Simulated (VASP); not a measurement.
Crystal: Al2O3.

```
Al O
1.0
     5.18859    0.00000    0.00000
     2.95524    4.26473    0.00000
     2.95524    1.54760    3.97403
Al O
4 6
Cartesian
  3.9402 2.0634 1.4108
  1.6094 0.8428 0.5762
  7.1589 3.7490 2.5633
  9.4897 4.9695 3.3978
  6.4067 4.4256 0.9935
  5.7300 3.8240 3.7634
  7.2867 1.9220 2.1976
  4.6924 1.3867 2.9805
  5.3691 1.9884 0.2106
  3.8124 3.8903 1.7764
```

| Item | Value |
| --- | --- |
| Program | VASP 6.6.1 |
| Task | relaxation of cell and atoms |
| Functional | r2SCAN |
| Potentials or basis | VASP PAW PBE potentials, release 64 (Al, O) |
| Cutoff | 600 eV |
| k mesh | 5 × 5 × 5 |
| Occupations | fermi-dirac, width 0.1 eV |
| Spin | no spin polarisation |

At the start: pressure -8.7 GPa; volume 8.79 Å³/atom.

Problem. Where does the relaxation end?

Solution. Over 7 steps the energy falls by 15.7 meV/atom and the volume is 8.47 Å³/atom (-3.6 %); space group R-3c (No. 167, to 0.1 Å) before and after.

The path:
| step | energy change (eV) | largest force (eV/Å) | pressure (GPa) | volume (Å³) |
| --- | --- | --- | --- | --- |
| 1 | 0.0000 | 0.5983 | -8.67 | 87.94 |
| 2 | -0.0795 | 0.1976 | 8.82 | 82.02 |
| 3 | -0.1342 | 0.3764 | 1.51 | 84.25 |
| 4 | -0.1541 | 0.0328 | 0.14 | 84.61 |
| 5 | -0.1541 | 0.0200 | 0.09 | 84.63 |
| 6 | -0.1567 | 0.0083 | -0.14 | 84.72 |
| 7 | -0.1567 | 0.0066 | -0.17 | 84.73 |

Final structure:
```
Al O
1.0
     5.12460   -0.00010   -0.00007
     2.91872    4.21220   -0.00007
     2.91872    1.52847    3.92510
Al O
4 6
Cartesian
  3.8571 2.0199 1.3810
  1.6239 0.8504 0.5814
  7.1049 3.7207 2.5439
  9.3381 4.8902 3.3435
  6.3348 4.3572 0.9812
  5.6592 3.7856 3.7042
  7.1895 1.9032 2.1833
  4.6272 1.3833 2.9438
  5.3028 1.9550 0.2208
  3.7725 3.8374 1.7416
```

Caveat: the PAW data sets were made with another functional, which shifts forces and pressure a little.
